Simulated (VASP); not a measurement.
# AgBr (Fm-3m) in VASP: further runs, part 2 of 2

VASP 6.6.1.

## Step 3: Electric field gradients, r2SCAN

This run uses another cell than the first one, of 24.19 Å³/atom, 0.952 times its volume.

POSCAR reads:

```
AgBr
1.0
    0.0000000000      2.8921694793      2.8921694793
    2.8921694793      0.0000000000      2.8921694793
    2.8921694793      2.8921694793      0.0000000000
Ag Br
1 1
Direct
    0.0000000000      0.0000000000      0.0000000000
    0.5000000000      0.5000000000      0.5000000000
```

INCAR.step1 reads:

```
SYSTEM = AgBr
ALGO = Normal
EDIFF = 1E-5
ENCUT = 440
GGA = PE
GGA_COMPAT = .FALSE.
ISMEAR = -1
ISYM = 0
LASPH = .TRUE.
LCHARG = .FALSE.
LREAL = .FALSE.
LWAVE = .TRUE.
NBANDS = 16
NELM = 120
PREC = Accurate
SIGMA = 0.02
```

INCAR.step2 reads:

```
SYSTEM = AgBr
ALGO = Normal
EDIFF = 1E-8
ENCUT = 440
GGA_COMPAT = .FALSE.
ISIF = 2
ISMEAR = -1
ISTART = 1
ISYM = 0
LASPH = .TRUE.
LCHARG = .FALSE.
LEFG = .TRUE.
LMIXTAU = .TRUE.
LREAL = .FALSE.
LWAVE = .FALSE.
METAGGA = R2SCAN
NBANDS = 16
NELM = 120
PREC = Accurate
SIGMA = 0.02
```

KPOINTS reads:

```
Automatic mesh
0
Gamma
  7 7 7
  0.5 0.5 0.5
```

Potentials or basis: VASP PAW PBE potentials, release 64 (Ag, Br).

The run is started by

```sh
> cat potpaw_PBE.64/Ag/POTCAR potpaw_PBE.64/Br/POTCAR > POTCAR
> cp INCAR.step1 INCAR
> mpirun -np 1 vasp_std > vasp.out
> cp INCAR.step2 INCAR
> mpirun -np 1 vasp_std > vasp.out
```

OUTCAR:

```text
SYSTEM = AgBr
   EDIFF = 1E-8
   ENCUT = 440
   ISIF = 2
   ISMEAR = -1
   ISTART = 1
   ISYM = 0
   LASPH = .TRUE.
   LREAL = .FALSE.
   METAGGA = R2SCAN
   NELM = 120
   PREC = Accurate

 ion  position               nearest neighbor table
   1  0.000  0.000  0.000-   2 2.89   2 2.89   2 2.89   2 2.89   2 2.89   2 2.89
   2  0.500  0.500  0.500-   1 2.89   1 2.89   1 2.89   1 2.89   1 2.89   1 2.89

IMPORTANT INFORMATION: All symmetrisations will be switched off!
NOSYMM: (Re-)initialisation of all symmetry stuff for point group C_1.

----------------------------------------------------------------------------------------

                                     Primitive cell

  volume of cell :      48.3839

  direct lattice vectors                    reciprocal lattice vectors
     0.000000000  2.892169479  2.892169479    -0.172880602  0.172880602  0.172880602
     2.892169479  0.000000000  2.892169479     0.172880602 -0.172880602  0.172880602
     2.892169479  2.892169479  0.000000000     0.172880602  0.172880602 -0.172880602

  length of vectors
     4.090145302  4.090145302  4.090145302     0.299437986  0.299437986  0.299437986

  position of ions in fractional coordinates (direct lattice)
     0.000000000  0.000000000  0.000000000
     0.500000000  0.500000000  0.500000000

  ion indices of the primitive-cell ions
   primitive index   ion index
                 1           1
                 2           2

----------------------------------------------------------------------------------------

 KPOINTS: Automatic mesh

Automatic generation of k-mesh.
 Grid dimensions read from file:
 generate k-points for:    7    7    7

 Generating k-lattice:

  Cartesian coordinates                     Fractional coordinates (reciprocal lattice)
    -0.024697229  0.024697229  0.024697229     0.142857143  0.000000000  0.000000000
     0.024697229 -0.024697229  0.024697229     0.000000000  0.142857143  0.000000000
     0.024697229  0.024697229 -0.024697229     0.000000000  0.000000000  0.142857143

  Length of vectors
     0.042776855  0.042776855  0.042776855

  Shift w.r.t. Gamma in fractional coordinates (k-lattice)
     0.500000000  0.500000000  0.500000000

 Subroutine IBZKPT returns following result:
 ===========================================

 Found    688 irreducible k-points:

 Following reciprocal coordinates:
            Coordinates               Weight
  0.071429  0.071429  0.071429      2.000000
  0.071429  0.000000  0.000000      2.000000
  0.000000  0.000000 -0.071429      2.000000
  0.000000  0.071429  0.000000      2.000000
  0.214286  0.071429  0.071429      2.000000
  0.071429  0.214286  0.071429      2.000000
[... 16 lines left out ...]
  0.000000  0.285714 -0.071429      2.000000
  0.285714  0.000000 -0.071429      2.000000
 [... further k-points ...]
   k-points           NKPTS =    688   k-points in BZ     NKDIM =    688   number of bands    NBANDS=     16
   number of dos      NEDOS =    301   number of ions     NIONS =      2
   total plane-waves  NPLWV =  21952
   dimension x,y,z NGX =    28 NGY =   28 NGZ =   28
[... 15 lines left out ...]
   LREAL  =      F    real-space projection
   EDIFFG = 0.1E-06   stopping-criterion for IOM
   NSW    =      0    number of steps for IOM
   IBRION =     -1    ionic relax: 0-MD 1-quasi-New 2-CG
   NFREE  =      0    steps in history (QN), initial steepest desc. (CG)
   ISIF   =      2    stress and relaxation
   ISYM   =      0    0-nonsym 1-usesym 2-fastsym
   POTIM  = 0.5000    time-step for ionic-motion
   TEBEG  =    0.0;   TEEND  =   0.0 temperature during run
   PSTRESS=    0.0 pullay stress
   NELECT =      18.0000    total number of electrons
   NUPDOWN=      -1.0000    fix difference up-down
   EMIN   =  10.00;   EMAX   =-10.00  energy-range for DOS
   EFERMI =   0.00;   METHOD = LEGACY
   ISMEAR =    -1;   SIGMA  =   0.02  broadening in eV -4-tet -1-fermi 0-gaus
   EFERMI_NEDOS =   21; number of points for ismear=-14 and -15
   IALGO  =     38    algorithm
   IMIX   =      4    mixing-type and parameters
     AMIX     =   0.40;   BMIX     =  1.00
     AMIX_MAG =   1.60;   BMIX_MAG =  1.00
  volume/ion in A,a.u.               =      24.19       163.26
  Fermi-wavevector in a.u.,A,eV,Ry     =   1.177421  2.225004 18.862045  1.386321
  Thomas-Fermi vector in A             =   2.313768
   LORBIT       =      0    0 simple, 1 ext, 2 COOP (PROOUT), +10 PAW based schemes
   METAGGA = R2SCAN    functional components
   LHFCALC =     F    Hartree Fock is set to
   AEXX    =    0.0000 exact exchange contribution
   IVDW    =     0    specifies the selected vdW correction
   LEPSILON=     F    determine dielectric tensor
   LRPA    =     F    only Hartree local field effects (RPA)
 non-spin polarized calculation
  energy-cutoff  :      440.00
  volume of cell :       48.38
 maximum number of plane-waves:      1025
   NGX = 13   NGY = 13   NGZ = 13

 number of electron      17.9999992 magnetization

 Free energy of the ion-electron system (eV)
  ---------------------------------------------------
  ext. energy  EPLUGINS =         0.00000000
  ---------------------------------------------------
  free energy    TOTEN  =       -35.51376983 eV

  energy without entropy =      -35.51376983  energy(sigma->0) =      -35.51376983

 E-fermi :   3.4509     XC(G=0): -10.2470

 val. band max:        3.0389286447   @ k =   0.5000   0.5000   0.5000
 cond. band min:       4.5769336966   @ k =   0.0714   0.0714   0.0714
 fundamental gap:      1.5380050520
 Fermi energy:         3.4508861191

 k-point     1 :       0.0714    0.0714    0.0714
  band No.  band energies     occupation
      1     -12.3984      2.00000
      2       0.1733      2.00000
      3       0.1733      2.00000
      4       0.2536      2.00000
      5       0.3711      2.00000
      6       0.3711      2.00000
[... 433 lines left out ...]
      3      -0.8631      2.00000
      4      -0.6708      2.00000
      5       0.5270      2.00000
      6       0.5689      2.00000
[... 8 lines left out ...]
     15      15.2257      0.00000
     16      16.2204      0.00000

 [... further k-points ...]
[... 5 lines left out ...]
  --------------------------------------------------------------------------------------
  -------------------------------------------------------------------------------------
  Total       -0.0161936     -0.0161936     -0.0161930     -0.0000036     -0.0000034     -0.0000034
  in kB       -0.5362314     -0.5362331     -0.5362129     -0.0001184     -0.0001121     -0.0001116
  external PRESSURE =      -0.5362258 kB  Pullay stress =       0.0000000 kB

 VOLUME and BASIS-vectors are now :
 -----------------------------------------------------------------------------
  energy-cutoff  :      440.00
  volume of cell :       48.38
      direct lattice vectors                 reciprocal lattice vectors
     0.000000000  2.892169479  2.892169479    -0.172880602  0.172880602  0.172880602
     2.892169479  0.000000000  2.892169479     0.172880602 -0.172880602  0.172880602
     2.892169479  2.892169479  0.000000000     0.172880602  0.172880602 -0.172880602

 POSITION                                       TOTAL-FORCE (eV/Angst)
 -----------------------------------------------------------------------------------
      0.00000      0.00000      0.00000         0.000000      0.000000      0.000000
      2.89217      2.89217      2.89217        -0.000000     -0.000000     -0.000000
 -----------------------------------------------------------------------------------
    total drift:                                0.000000      0.000000      0.000000

  FREE ENERGIE OF THE ION-ELECTRON SYSTEM (eV)
  ---------------------------------------------------
  free  energy   TOTEN  =       -35.5137698348 eV

  energy  without entropy=      -35.5137698348  energy(sigma->0) =      -35.51376983

 Electric field gradients (V/A^2)
---------------------------------------------------------------------
 ion       V_xx      V_yy      V_zz      V_xy      V_xz      V_yz
---------------------------------------------------------------------
   1      -0.000    -0.000     0.000    -0.001    -0.001    -0.001
   2      -0.000     0.000     0.000     0.000     0.000     0.000
---------------------------------------------------------------------

 Electric field gradients after diagonalization (V/A^2)
 (convention: |V_zz| > |V_xx| > |V_yy|)
----------------------------------------------------------------------
 ion       V_xx      V_yy      V_zz     asymmetry (V_yy - V_xx)/ V_zz
----------------------------------------------------------------------
   1       0.001     0.001    -0.002       0.002
   2      -0.000    -0.000     0.001       0.008
----------------------------------------------------------------------

           NMR quadrupolar parameters

 Cq : quadrupolar parameter    Cq=e*Q*V_zz/h
 eta: asymmetry parameters     (V_yy - V_xx)/ V_zz
 Q  : nuclear electric quadrupole moment in mb (millibarn)
----------------------------------------------------------------------
 ion       Cq(MHz)       eta       Q (mb)
----------------------------------------------------------------------
   1      -0.000       0.002       1.000
   2       0.000       0.008       1.000
----------------------------------------------------------------------
```

It took 26 min on 1 thread of Intel Xeon Platinum 8259CL at 2.50GHz (Skylake/Cascade Lake), shared host; peak memory 0.52 GiB.

Results:

| Quantity | Value |
| --- | --- |
| Free energy | -35.5138 eV |
| Pressure | -0.1 GPa |
| Band gap on the k mesh | 1.54 eV, indirect (least direct gap 3.27 eV) |

Levels at points of the mesh, in eV from the valence-band top:
```csv
k point,band 5,band 6,band 7,band 8,band 9,band 10,band 11,band 12,band 13,band 14
"(0.50, 0.50, 0.50)",-2.40,-2.40,-2.06,0.00,0.00,4.30,7.09,7.41,7.41,12.74
"(0.50, 0.00, 0.00)",-2.40,-2.40,-2.06,0.00,0.00,4.30,7.09,7.41,7.41,12.74
"(0.00, 0.00, 0.50)",-2.40,-2.40,-2.06,0.00,0.00,4.30,7.09,7.41,7.41,12.74
"(0.00, 0.50, 0.00)",-2.40,-2.40,-2.06,0.00,0.00,4.30,7.09,7.41,7.41,12.74
```

Caveat: without QUAD_EFG the Cq values of the log hold for a quadrupole moment of 1 mb, not for the nuclei; the PAW data sets were made with another functional, which shifts forces and pressure a little. A k mesh can miss the band edges.
